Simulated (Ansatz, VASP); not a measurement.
One calculation of AlN, two programs

```xyz
4
Lattice="3.0923 0.0000 0.0000 -1.5462 2.6780 0.0000 0.0000 0.0000 4.9810" Properties=species:S:1:pos:R:3 pbc="T T T"
Al    0.0000    1.7854    0.0030
Al    1.5462    0.8927    2.4935
N     0.0000    1.7854    1.8997
N     1.5462    0.8927    4.3902
```

Alike in both runs: task single point; functional PBE; k mesh 8 × 8 × 5; occupations gaussian, width 0.03 eV; no spin polarisation.

```csv
,VASP,Ansatz
version,VASP 6.6.1,Ansatz 0.2.0
potentials or method,"VASP PAW PBE potentials, release 64 (Al, N)","scalar-relativistic, plane waves, PAW"
plane-wave cutoff (eV),520,420
valence electrons in the cell,16,16
```

VASP gave:

| Quantity | Value |
| --- | --- |
| gap on the k mesh at the Fermi level (eV) | 4.35 |
| least direct gap on the mesh (eV) | 4.35 |

**Question.** Which values does Ansatz return?

**Answer.** gap on the k mesh at the Fermi level (eV): 4.33; least direct gap on the mesh (eV): 4.33.
